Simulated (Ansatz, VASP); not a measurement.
**TePb in VASP and in Ansatz**

The input INCAR:

```
SYSTEM = TePb
  ALGO = Normal
  EDIFF = 1E-6
  ENCUT = 500
  GGA = PE
  GGA_COMPAT = .False.
  ISIF = 2
  ISMEAR = -5
  LASPH = .True.
  LCHARG = .False.
  LREAL = .False.
  LWAVE = .False.
  NBANDS = 17
  NELM = 120
  PREC = Accurate
  SIGMA = 0.1
```

KPOINTS

```
k-points
0
Gamma
  4 4 4
  0 0 0
```

POSCAR

```
TePb
1.0
    0.0000000000      3.2708968051      3.2708968051
    3.2708968051      0.0000000000      3.2708968051
    3.2708968051      3.2708968051      0.0000000000
Te Pb
1 1
Direct
    0.0076431638     -0.0076431638      0.0076431638
    0.5000000000      0.5000000000      0.5000000000
```

Input for Ansatz:

```yaml
crystal:
  lattice:
    - [0.0, 3.2708968051, 3.2708968051]
    - [3.2708968051, 0.0, 3.2708968051]
    - [3.2708968051, 3.2708968051, 0.0]
  atoms:
    - { symbol: Te, position: [0.0076431638, -0.0076431638, 0.0076431638] }
    - { symbol: Pb, position: [0.5, 0.5, 0.5] }
basis:
  ecutwfc: 580
kpoints:
  mp_grid: { grid: [4, 4, 4] }
hamiltonian:
  xc: pbe
scf:
  occupations: { method: tetrahedron }
  convergence: { dr2_threshold: "1e-5 eV" }
output:
  forces: true
  stress: true
  eigenvalues: true
```

Alike in both runs: task single point; functional PBE; k mesh 4 × 4 × 4; occupations tetrahedron; no spin polarisation.

```csv
,VASP,Ansatz
version,VASP 6.6.1,Ansatz 0.2.0
potentials or method,"VASP PAW PBE potentials, release 64 (Te, Pb_d), cutoff 500 eV","scalar-relativistic, plane waves, PAW"
valence electrons in the cell,20,30
```

```tsv
	VASP	Ansatz	Ansatz less VASP
gap on the k mesh at the Fermi level (eV)	0.82	0.82	-0.004
least direct gap on the mesh (eV)	0.82	0.82	-0.004
pressure (GPa)	0.5	0.5	+0.05
traceless stress, the component that is largest in VASP (GPa)	0.06	0.06	0.000
rms of the force components (eV/Å)	0.012	0.012	+0.0002
```

Atom by atom the forces differ by 0.000 eV/Å (rms over components). With one functional, cell and mesh, what is left measures potentials, basis and numerics. VASP's potentials hold 20 valence electrons a cell and Ansatz's 30, so a difference there can come from the potentials and not from the codes. Ansatz's warnings: band table not solved further, force scf threshold loose, stress scf threshold loose, tetrahedron derivatives may miss energy slope.

Spin-orbit coupling is off throughout.
